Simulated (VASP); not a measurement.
Wanted: the native input for a VASP 6.6.1 run.

```
Task                   : single point
Functional             : PBEsol
Potentials or basis    : VASP PAW PBE potentials, release 64 (Mg)
Cutoff                 : 520 eV
k mesh                 : 9 × 9 × 9
Occupations            : fermi-dirac, width 0.1 eV
Spin                   : no spin polarisation
Dipole correction      : no
Further INCAR settings : ALGO = Normal; EDIFF = 1e-07; NBANDS = 9
```

The structure of Mg lies in POSCAR:

```
Mg
1.0
    0.0000000000      3.3872849546      3.3872849546
    3.3872849546      0.0000000000      3.3872849546
    3.3872849546      3.3872849546      0.0000000000
Mg
2
Direct
    0.1250000000      0.1250000000      0.1250000000
    0.8750000000      0.8750000000      0.8750000000
```

One way to write it, as run:

INCAR

```
SYSTEM = Mg
  PREC = Accurate
  ENCUT = 520
  EDIFF = 1E-7
  ISMEAR = -1
  SIGMA = 0.1
  LREAL = .FALSE.
  LASPH = .TRUE.
  NELM = 100
  ALGO = Normal
  ISIF = 2
  LWAVE = .FALSE.
  LCHARG = .FALSE.
  GGA = PS
  NBANDS = 9
```

KPOINTS

```
Automatic mesh
0
G
  9 9 9
  0 0 0
```

Potentials or basis: VASP PAW PBE potentials, release 64 (Mg).

The run is started by

```sh
$ cat potpaw_PBE.64/Mg/POTCAR > POTCAR
$ mpirun -np 1 vasp_std > vasp.out
```

Results of the run:

* Pressure: 0.0 GPa
* Band gap on the k mesh: zero (band 2 reaches 3.46 eV, above the bottom of band 3 at -0.35 eV)

Caveat: the PAW data sets were made with another functional, which shifts forces and pressure a little.

Run time: 21 s on 1 thread of Intel Xeon 6975P-C, with other jobs on the host, peak memory 0.2 GiB.
